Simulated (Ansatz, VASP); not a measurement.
## NbTe in VASP and in Ansatz

INCAR

```
PREC = Accurate
ENCUT = 520
EDIFF = 1E-6
ISMEAR = 0
SIGMA = 0.1
LREAL = False
LASPH = True
NELM = 100
ALGO = Normal
ISIF = 2
LWAVE = False
LCHARG = False
GGA = PS
NBANDS = 16
```

Contents of KPOINTS:

```
regular mesh
0
Gamma
  15 15 12
```

File POSCAR:

```
NbTe
1.0
    3.7151201426      0.0000000000      0.0000000000
   -1.8575600713      3.2173884216      0.0000000000
    0.0000000000      0.0000000000      3.8171543421
Nb Te
1 1
Direct
    0.0000000000      0.0000000000      0.5000000000
    0.6666666700      0.3333333300      0.0000000000
```

Input for Ansatz:

```yaml
crystal:
  lattice:
    - [3.7151201426, 0.0, 0.0]
    - [-1.8575600713, 3.2173884216, 0.0]
    - [0.0, 0.0, 3.8171543421]
  atoms:
    - { symbol: Nb, position: [0.0, 0.0, 0.5] }
    - { symbol: Te, position: [0.66666667, 0.33333333, 0.0] }
basis:
  ecutwfc: 420
kpoints:
  mp_grid: { grid: [15, 15, 12] }
hamiltonian:
  xc: pbesol
scf:
  occupations: { method: gaussian, width: 0.1 }
output:
  forces: true
  stress: true
  eigenvalues: true
```

Alike in both runs: task single point; functional PBEsol; k mesh 15 × 15 × 12; occupations gaussian, width 0.1 eV; no spin polarisation.

```csv
,VASP,Ansatz
version,VASP 6.6.1,Ansatz 0.2.0
potentials or method,"VASP PAW PBE potentials, release 64 (Nb_sv, Te), cutoff 520 eV","scalar-relativistic, plane waves, PAW"
valence electrons in the cell,19,29
```

```tsv
	VASP	Ansatz	Ansatz less VASP
gap on the k mesh at the Fermi level (eV)	none	none	-
pressure (GPa)	-9.8	-9.7	+0.07
traceless stress, the component that is largest in VASP (GPa)	-2.80	-2.78	+0.023
```

VASP's potentials were made for PBE, not for PBEsol. A gap of «none» marks a metal or a gap that the smearing closes. VASP's potentials hold 19 valence electrons a cell and Ansatz's 29, so a difference there can come from the potentials and not from the codes.

Spin-orbit coupling is off throughout.
